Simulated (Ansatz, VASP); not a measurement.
# FeRu in VASP and in Ansatz

```
Fe Ru
1.0
     2.41177    0.00000    0.00000
    -1.20588    2.08865    0.00000
     0.00000    0.00000    3.71441
Fe Ru
1 1
Direct
  0.00000 0.00000 0.50000
  0.66667 0.33333 0.00000
```

Change from the starting cell: volume scaled by 0.76, no spin polarisation, PAW files.

Alike in both runs: task single point; functional LDA; k mesh 12 × 12 × 7; occupations fermi-dirac, width 0.05 eV; no spin polarisation.

```csv
,VASP,Ansatz
version,VASP 6.6.1,Ansatz 0.2.0
potentials or method,"VASP PAW LDA potentials, release 64 (Fe_sv, Ru_sv)","PAW with Ansatz's default frozen-core files, scalar-relativistic"
plane-wave cutoff (eV),690,420
valence electrons in the cell,32,32
```

Ansatz gave:

| Quantity | Value |
| --- | --- |
| pressure (GPa) | 114.9 |
| traceless stress, the component that is largest in VASP (GPa) | 3.74 |

Task: What did VASP give for the same quantities?

Result: Pressure (GPa): 114.7; traceless stress, the component that is largest in VASP (GPa): 3.57.

LDA's correlation is that of Perdew and Zunger in VASP and of Perdew and Wang (1992) in Ansatz. Both programs put the cell under a high pressure, so it lies far from rest at this level.

Noted on VASP's run: the cell as given lies far from equilibrium.
